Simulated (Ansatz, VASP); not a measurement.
**MgZr2N2 in VASP and in Ansatz**

```
Mg Zr N
1.0
    -2.16300    2.16300    5.00694
     2.16300   -2.16300    5.00694
     2.16300    2.16300   -5.00694
Mg Zr N
1 2 2
Direct
  0.00000 0.00000 0.00000
  0.75000 0.25000 0.50000
  0.25000 0.75000 0.50000
  0.79119 0.79119 0.00000
  0.20881 0.20881 0.00000
```

Change from the starting cell: species swapped into the LuMn2Ge2 type (I4/mmm, No. 139).

Alike in both runs: functional PBE; k mesh 6 × 6 × 6; occupations gaussian, width 0.1 eV; no spin polarisation.

Ansatz relaxed the structure, and its values are those at the end. VASP's run is a single point on that final structure, the one shown.

|  | VASP | Ansatz |
| --- | --- | --- |
| version | VASP 6.6.1 | Ansatz 0.2.0 |
| potentials or method | VASP PAW PBE potentials, release 64 (Mg_sv, Zr_sv, N), cutoff 840 eV | scalar-relativistic, plane waves, PAW |
| valence electrons in the cell | 44 | 44 |

```csv
,VASP,Ansatz,Ansatz less VASP
gap on the k mesh at the Fermi level (eV),none,none,-
pressure (GPa),0.3,0.2,-0.12
```

A gap of «none» marks a metal or a gap that the smearing closes. The functional is the same, so the differences come from potentials, cutoffs and numerics.
